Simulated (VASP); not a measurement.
# ZnS (pbe) (P6_3mc) in VASP: a series of runs, part 2 of 2

VASP 6.6.1. Earlier steps stand in the parts before.

### 5 Single point, PBE

This run uses another cell than the first one, of 20.18 Å³/atom, 1.019 times its volume.

INCAR reads:

```
SYSTEM = ZnS
PREC     = Accurate       ! precision mode
ENCUT    = 520            ! plane-wave cutoff, eV
EDIFF    = 1E-7           ! SCF threshold, eV
ISMEAR   = 0              ! smearing method
SIGMA    = 0.01           ! smearing width, eV
LREAL    = .FALSE.        ! projectors in reciprocal space
LASPH    = .TRUE.         ! aspherical terms in the spheres
NELM     = 80             ! most SCF steps
ALGO     = Normal         ! electronic algorithm
ISIF     = 2              ! what is computed and relaxed
LWAVE    = .FALSE.        ! write WAVECAR
LCHARG   = .FALSE.        ! write CHGCAR
GGA      = PE             ! functional
NBANDS   = 26             ! bands
```

KPOINTS reads:

```
Automatic mesh
0
G
  9 9 6
  0 0 0
```

POSCAR reads:

```
ZnS
1.0
    3.8451345355      0.0000000000      0.0000000000
   -1.9225672678      3.3299841887      0.0000000000
    0.0000000000      0.0000000000      6.3057239286
Zn S
2 2
Direct
    0.3333333333      0.6666666667     -0.0091682970
    0.6666666667      0.3333333333      0.4908317030
    0.3333333333      0.6666666667      0.3841682970
    0.6666666667      0.3333333333      0.8841682970
```

Potentials or basis: VASP PAW PBE potentials, release 64 (Zn, S).

Command:

```
$ cat potpaw_PBE.64/Zn/POTCAR potpaw_PBE.64/S/POTCAR > POTCAR
$ mpirun -np 1 vasp_std > vasp.out
```

OUTCAR:

```text
SYSTEM = ZnS
   PREC = Accurate
   ENCUT = 520
   EDIFF = 1E-7
   ISMEAR = 0
   LREAL = .FALSE.
   LASPH = .TRUE.
   NELM = 80
   ISIF = 2
   GGA = PE

 ion  position               nearest neighbor table
   1  0.333  0.667  0.991-   4 2.32   4 2.32   4 2.32   3 2.48
   2  0.667  0.333  0.491-   3 2.32   3 2.32   3 2.32   4 2.48
   3  0.333  0.667  0.384-   2 2.32   2 2.32   2 2.32   1 2.48
   4  0.667  0.333  0.884-   1 2.32   1 2.32   1 2.32   2 2.48

  LATTYP: Found a hexagonal cell.
 ALAT       =     3.8451345355
 C/A-ratio  =     1.6399228350

  Lattice vectors:

 A1 = (   3.8451345355,   0.0000000000,   0.0000000000)
 A2 = (  -1.9225672678,   3.3299841887,   0.0000000000)
 A3 = (   0.0000000000,   0.0000000000,   6.3057239286)

Analysis of symmetry for initial positions (statically):
=====================================================================
 Subroutine PRICEL returns:
 Original cell was already a primitive cell.

 Routine SETGRP: Setting up the symmetry group for a
 hexagonal supercell.

[... 167 lines left out ...]
  ext. energy  EPLUGINS =         0.00000000
  ---------------------------------------------------
  free energy    TOTEN  =       -13.63199684 eV

  energy without entropy =      -13.63199684  energy(sigma->0) =      -13.63199684

 E-fermi :   2.0311     XC(G=0):  -9.5116

 val. band max:        1.9196005851   @ k =   0.0000   0.0000   0.0000
 cond. band min:       4.0294998935   @ k =   0.0000   0.0000   0.0000
 fundamental gap:      2.1098993085
 Fermi energy:         2.0311138405

 k-point     1 :       0.0000    0.0000    0.0000
  band No.  band energies     occupation
      1     -11.1094      2.00000
      2     -10.2641      2.00000
      3      -4.4003      2.00000
      4      -4.4003      2.00000
      5      -4.3521      2.00000
      6      -4.3521      2.00000
[... 685 lines left out ...]
     25      11.8807      0.00000
     26      11.9429      0.00000

 [... further k-points ...]
[... 5 lines left out ...]
  --------------------------------------------------------------------------------------
  -------------------------------------------------------------------------------------
  Total        0.8249105      0.8249105     -0.7321982     -0.0000000      0.0000000      0.0000000
  in kB       16.3692479     16.3692479    -14.5294959     -0.0000000      0.0000000      0.0000000
  external PRESSURE =       6.0696666 kB  Pullay stress =       0.0000000 kB

 VOLUME and BASIS-vectors are now :
 -----------------------------------------------------------------------------
  energy-cutoff  :      520.00
  volume of cell :       80.74
      direct lattice vectors                 reciprocal lattice vectors
     3.845134536  0.000000000  0.000000000     0.260068924  0.150150863  0.000000000
    -1.922567268  3.329984189  0.000000000     0.000000000  0.300301726  0.000000000
     0.000000000  0.000000000  6.305723929     0.000000000  0.000000000  0.158586074

 POSITION                                       TOTAL-FORCE (eV/Angst)
 -----------------------------------------------------------------------------------
     -0.00000      2.21999      6.24791         0.000000     -0.000000      0.472302
      1.92257      1.10999      3.09505        -0.000000      0.000000      0.472302
     -0.00000      2.21999      2.42246         0.000000      0.000000     -0.472302
      1.92257      1.10999      5.57532        -0.000000     -0.000000     -0.472302
 -----------------------------------------------------------------------------------
    total drift:                               -0.000000      0.000000     -0.000023

  FREE ENERGIE OF THE ION-ELECTRON SYSTEM (eV)
  ---------------------------------------------------
  free  energy   TOTEN  =       -13.6319968416 eV

  energy  without entropy=      -13.6319968416  energy(sigma->0) =      -13.63199684
```

Wall time 41 s (1 thread of Intel Xeon 6975P-C (Granite Rapids), shared host); peak memory 0.24 GiB.

What came out:

| Quantity | Value |
| --- | --- |
| Free energy | -13.6320 eV |
| Pressure | 0.6 GPa |
| Largest force | 0.472 eV/Å |
| Band gap on the k mesh | 2.11 eV, direct |

Forces in eV/Å, atoms in the order of the input:
```
Zn   0.000  0.000  0.472
Zn   0.000  0.000  0.472
S    0.000  0.000 -0.472
S    0.000  0.000 -0.472
```

A k mesh can miss the band edges. PBE gaps usually lie below the measured ones, often by a third to a half.

### 6 Single point, PBE

This run uses another cell than the first one, of 20.18 Å³/atom, 1.019 times its volume.

INCAR reads:

```
SYSTEM = ZnS
PREC = Accurate ; ENCUT = 520
EDIFF = 1E-6 ; ISMEAR = 0
SIGMA = 0.01 ; LREAL = .False.
LASPH = .True. ; NELM = 60
ALGO = Normal ; ISIF = 2
LWAVE = .False. ; LCHARG = .True.
GGA = PE ; LELF = .True.
LVHAR = .True. ; NBANDS = 26
```

KPOINTS reads:

```
Automatic mesh
0
Gamma
  9 9 6
  0 0 0
```

POSCAR reads:

```
ZnS
1.0
    3.8451345355      0.0000000000      0.0000000000
   -1.9225672678      3.3299841887      0.0000000000
    0.0000000000      0.0000000000      6.3057239286
Zn S
2 2
Direct
    0.3333333333      0.6666666667     -0.0185797740
    0.6666666667      0.3333333333      0.4814202260
    0.3333333333      0.6666666667      0.3935797740
    0.6666666667      0.3333333333      0.8935797740
```

Potentials or basis: VASP PAW PBE potentials, release 64 (Zn, S).

Command:

```
$ cat potpaw_PBE.64/Zn/POTCAR potpaw_PBE.64/S/POTCAR > POTCAR
$ mpirun -np 1 vasp_std > vasp.out
```

It took 40 s on 1 thread of Intel Xeon 6975P-C (Granite Rapids), shared host; peak memory 0.24 GiB.

Results (log left out):

| Item | Value |
| --- | --- |
| Free energy | -13.4890 eV |
| Pressure | 1.6 GPa |
| Largest force | 0.698 eV/Å |
| Band gap on the k mesh | 2.15 eV, direct |

Forces in eV/Å, atoms in the order of the input:
```
Zn   0.000  0.000  0.698
Zn   0.000  0.000  0.698
S    0.000  0.000 -0.698
S    0.000  0.000 -0.698
```

Stress tensor (GPa, compression positive):
```
 3.19  0.00  0.00
 0.00  3.19  0.00
 0.00  0.00 -1.66
```

Levels at points of the mesh, in eV from the valence-band top:
```tsv
k point	band 14	band 15	band 16	band 17	band 18	band 19	band 20	band 21	band 22	band 23
(0.00, 0.00, 0.00)	-0.80	-0.80	-0.12	-0.12	0.00	2.15	2.65	6.24	6.24	6.74
(0.00, 0.00, 0.50)	-2.54	-0.47	-0.47	-0.47	-0.47	3.22	3.22	6.61	6.61	6.61
```

A k mesh can miss the band edges. As with any semilocal functional, this PBE gap is likely too small.

### 7 Overview

```tsv
cell	k mesh	smearing	gap on the mesh (eV)	pressure (GPa)	largest force (eV/Å)
a = 3.823, b = 3.823, c = 6.261 Å, angles 90.0, 90.0, 120.0°, 4 atoms	6 × 6 × 4	gaussian 0.1 eV	2.17	1.5	0.01
a = 3.845, b = 3.845, c = 6.306 Å, angles 90.0, 90.0, 120.0°, 4 atoms	9 × 9 × 6	gaussian 0.02 eV	2.08	0.1	-
a = 3.845, b = 3.845, c = 6.306 Å, angles 90.0, 90.0, 120.0°, 4 atoms	9 × 9 × 6	gaussian 0.01 eV	2.15	1.6	0.70
```

Some of these runs hold the atoms at other places in the same cell, which the table doesn't show; runs alike in all that it shows share one row.

Alike in all rows: task single point; level PBE; potentials or basis VASP PAW PBE potentials, release 64 (Zn, S); no spin polarisation; cutoff (eV) 520.

Absolute energies hang on the potentials; compare differences alone.
